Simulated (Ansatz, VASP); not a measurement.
One calculation of CsPbCl3, two programs

```
Cs Pb Cl
1.0
     5.67203    0.00000    0.00000
     0.00000    5.67203    0.00000
     0.00000    0.00000    5.67203
Cs Pb Cl
1 1 3
Direct
  0.00000 0.00000 0.00000
  0.50000 0.50000 0.50000
  0.50000 0.50000 0.00000
  0.00000 0.50000 0.50000
  0.50000 0.00000 0.50000
```

Alike in both runs: task relaxation of the atoms; functional r2SCAN; k mesh 6 × 6 × 6; occupations fermi-dirac, width 0.02 eV; no spin polarisation.

|  | VASP | Ansatz |
| --- | --- | --- |
| version | VASP 6.6.1 | Ansatz 0.2.0 |
| potentials or method | VASP PAW PBE potentials, release 64 (Cs_sv, Pb_d, Cl), cutoff 520 eV | PAW plane waves |
| valence electrons in the cell | 44 | 44 |

```csv
,VASP,Ansatz,Ansatz less VASP
"gap on the k mesh at the Fermi level, each at its own relaxed structure (eV)",2.47,2.47,-0.002
```

VASP's potentials were made for PBE, not for r2SCAN. Ansatz's warnings: stress scf threshold loose.

Spin-orbit coupling is off throughout. Noted on VASP's run: the relaxation stopped at its first step, so nothing moved.
